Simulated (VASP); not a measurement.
Here is a VASP 6.6.1 calculation.

The input INCAR:

```
SYSTEM = Hf
  PREC = Accurate
  ENCUT = 520
  EDIFF = 1E-8
  ISMEAR = -1
  SIGMA = 0.03
  LREAL = .False.
  LASPH = .True.
  NELM = 60
  ALGO = Normal
  ISIF = 2
  LWAVE = .False.
  LCHARG = .False.
  LEFG = .True.
  NBANDS = 11
```

Contents of KPOINTS:

```
regular mesh
0
Gamma
  13 13 13
  0 0 0
```

The input POSCAR:

```
Hf
1.0
    0.0000000000      2.2200000000      2.2644000000
    2.2200000000      0.0000000000      2.2644000000
    2.2200000000      2.2200000000      0.0000000000
Hf
1
Direct
    0.0000000000      0.0000000000      0.0000000000
```

Potentials or basis: VASP PAW LDA potentials, release 64 (Hf_pv).

The run is started by

```sh
$ cat potpaw_LDA.64/Hf_pv/POTCAR > POTCAR
$ mpirun -np 1 vasp_std > vasp.out
```

**Question.** Predict the pressure.

**Answer.** -7.4 GPa.

**Question.** Predict the band gap on the k mesh.

**Answer.** Zero (band 5 reaches 5.80 eV, above the bottom of band 6 at 4.01 eV).

Stress tensor (GPa, compression positive):
```
-7.09  0.00  0.00
 0.00 -7.09  0.00
 0.00  0.00 -8.06
```

Caveat: the cell differs from its parent crystal (zz strain of +2 %); without QUAD_EFG the Cq values of the log hold for a quadrupole moment of 1 mb, not for the nuclei; spin-orbit coupling is left out, which moves the levels of the heavy elements.
